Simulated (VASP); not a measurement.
Set up this calculation in VASP 6.6.1, as the native input.

| Item | Value |
| --- | --- |
| Task | relaxation of cell and atoms |
| Functional | PBE |
| Potentials or basis | VASP PAW PBE potentials, release 64 (Hf_pv, Ti_sv, O) |
| Cutoff | 600 eV |
| k mesh | 6 × 6 × 4 |
| Occupations | gaussian, width 0.02 eV |
| Spin | no spin polarisation |
| Dipole correction | no |
| Further INCAR settings | ALGO = Normal; EDIFF = 1e-06; IBRION = 2; EDIFFG = -0.01; NSW = 100; ISIF = 3 |

The structure of Hf3TiO8 lies in POSCAR:

```
Hf3TiO8
1.0
    3.4029738241     -3.4083910239      0.0000000000
    3.4029738241      3.4083910239      0.0000000000
    0.0000000000      0.0000000000      6.3515105247
Hf Ti O
3 1 8
Direct
    0.0000000000      0.0000000000      0.0000000000
    0.5000000000      0.5000000000      0.2544885579
    0.5000000000      0.5000000000      0.7455114421
    0.0000000000      0.0000000000      0.5000000000
    0.8093481118      0.1906518882      0.2618205740
    0.8093481118      0.1906518882      0.7381794260
    0.6944872846      0.6944872846      0.0000000000
    0.7044662633      0.7044662633      0.5000000000
    0.3055127154      0.3055127154      0.0000000000
    0.2955337367      0.2955337367      0.5000000000
    0.1906518882      0.8093481118      0.2618205740
    0.1906518882      0.8093481118      0.7381794260
```

These files were run (other wordings do the same):

INCAR

```
SYSTEM = Hf3TiO8
  PREC = Accurate
  ENCUT = 600
  EDIFF = 1E-6
  ISMEAR = 0
  SIGMA = 0.02
  LREAL = .False.
  LASPH = .True.
  NELM = 60
  ALGO = Normal
  ISIF = 3
  LWAVE = .False.
  LCHARG = .False.
  GGA = PE
  IBRION = 2
  NSW = 100
  EDIFFG = -0.01
```

KPOINTS

```
regular mesh
0
Gamma
  6 6 4
  0 0 0
```

Potentials or basis: VASP PAW PBE potentials, release 64 (Hf_pv, Ti_sv, O).

Command:

```bash
$ cat potpaw_PBE.64/Hf_pv/POTCAR potpaw_PBE.64/Ti_sv/POTCAR potpaw_PBE.64/O/POTCAR > POTCAR
$ mpirun -np 1 vasp_std > vasp.out
```

Results of the run:

| Item | Value |
| --- | --- |
| Relaxed volume | 12.17 Å³/atom |
| Relaxed cell | a = 4.802 Å, b = 4.802 Å, c = 6.330 Å, α = 90.00°, β = 90.00°, γ = 90.12° |
| Space group after relaxing (to 0.1 Å) | Cmmm (No. 65) |
| Energy gained by relaxing | 1.1 meV/atom |
| Ionic steps | 8 |
| Pressure after relaxing | 0.0 GPa |
| Largest force after relaxing | 0.008 eV/Å |
| Band gap on the k mesh | 2.48 eV (least direct gap 2.49 eV) |

Caveat: spin-orbit coupling is left out, which moves the levels of the heavy elements.

Wall time 32 min on 1 thread of Oxide Virtual Turin-like Processor (shared host), peak memory 0.47 GiB.
